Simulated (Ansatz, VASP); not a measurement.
## Two plane-wave programs on Hg2Pd

```xyz
6
Lattice="5.8042 0.0000 0.0000 0.0000 5.9810 0.0000 0.0000 0.0000 3.9067" Properties=species:S:1:pos:R:3 pbc="T T T"
Hg    1.3060    4.9343    1.9533
Hg    4.2081    4.0372    0.0000
Hg    4.4983    1.0467    1.9533
Hg    1.5962    1.9438    0.0000
Pd    2.9021    2.9905    1.9533
Pd    0.0000    0.0000    0.0000
```

Alike in both runs: task relaxation of cell and atoms; functional PBE; k mesh 4 × 4 × 4; occupations gaussian, width 0.1 eV; no spin polarisation.

|  | VASP | Ansatz |
| --- | --- | --- |
| version | VASP 6.6.1 | Ansatz 0.2.0 |
| potentials or method | VASP PAW PBE potentials, release 64 (Hg, Pd), cutoff 600 eV | scalar-relativistic, plane waves, PAW |
| valence electrons in the cell | 68 | 116 |

|  | VASP | Ansatz | Ansatz less VASP |
| --- | --- | --- | --- |
| gap on the k mesh at the Fermi level, each at its own relaxed structure (eV) | none | none | - |
| relaxed volume (Å³/atom) | 26.70 | 26.38 | -0.328 |
| relaxed length of the cell vector where the two differ most in proportion (Å) | 6.852 | 7.094 | +0.2420 |

A gap of «none» marks a metal or a gap that the smearing closes. VASP's potentials hold 68 valence electrons a cell and Ansatz's 116, so a difference there can come from the potentials and not from the codes.

The k mesh is coarse, so the values compare programs but aren't converged. Neither program's run includes spin-orbit coupling. Noted on VASP's run: the volume moved by over 15 % at a fixed basis, so the end points are rough.
